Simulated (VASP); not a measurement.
Y3Mg: single point with LDA

Crystal: Y3Mg.

```
CELL_PARAMETERS angstrom
0.00000 3.89225 3.89225
3.89225 0.00000 3.89225
3.89225 3.89225 0.00000
ATOMIC_POSITIONS crystal
Y 0.50000 0.50000 0.50000
Y 0.25000 0.25000 0.25000
Y 0.75000 0.75000 0.75000
Mg 0.00000 0.00000 0.00000
```

| Property | Result |
| --- | --- |
| Program | VASP 6.6.1 |
| Task | single point |
| Functional | LDA |
| Potentials or basis | VASP PAW LDA potentials, release 64 (Y_sv, Mg) |
| Cutoff | 520 eV |
| k mesh | 5 × 5 × 5 |
| Occupations | methfessel-paxton, width 0.05 eV |
| Spin | no spin polarisation |

```json
{"Pressure": "-3.2 GPa"}
```

Levels at points of the mesh, in eV from the Fermi level:
| k point | band 13 | band 14 | band 15 | band 16 | band 17 | band 18 | band 19 | band 20 | band 21 | band 22 |
| --- | --- | --- | --- | --- | --- | --- | --- | --- | --- | --- |
| (0.00, 0.00, 0.00) | -5.33 | -1.12 | -1.12 | -0.79 | -0.79 | -0.79 | 0.39 | 0.39 | 0.39 | 3.01 |

It took 20 s on 1 thread of Intel(R) Xeon(R) 6975P-C (Granite Rapids) (shared host), peak memory 0.22 GiB.
